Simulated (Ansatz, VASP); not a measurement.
**Two plane-wave programs on ZnAu**

```
Zn Au
1.0
     3.14700    0.00000    0.00000
     0.00000    3.14700    0.00000
     0.00000    0.00000    3.14700
Zn Au
1 1
Direct
  0.50000 0.50000 0.50000
  0.00000 0.02860 0.00000
```

Change from the starting cell: one atom moved.

Alike in both runs: task single point; functional PBE; k mesh 12 × 12 × 12; occupations gaussian, width 0.1 eV; no spin polarisation.

```csv
,VASP,Ansatz
version,VASP 6.6.1,Ansatz 0.2.0
potentials or method,"VASP PAW PBE potentials, release 64 (Zn, Au), cutoff 520 eV","scalar-relativistic, plane waves, PAW"
valence electrons in the cell,23,31
```

```csv
,VASP,Ansatz,Ansatz less VASP
gap on the k mesh at the Fermi level (eV),none,none,-
pressure (GPa),5.4,5.3,-0.14
"traceless stress, the component that is largest in VASP (GPa)",-0.26,-0.26,+0.004
rms of the force components (eV/Å),0.198,0.195,-0.0028
```

Atom by atom the forces differ by 0.003 eV/Å (rms over components). A gap of «none» marks a metal or a gap that the smearing closes. VASP's potentials hold 23 valence electrons a cell and Ansatz's 31, so a difference there can come from the potentials and not from the codes.

Spin-orbit coupling is off throughout.
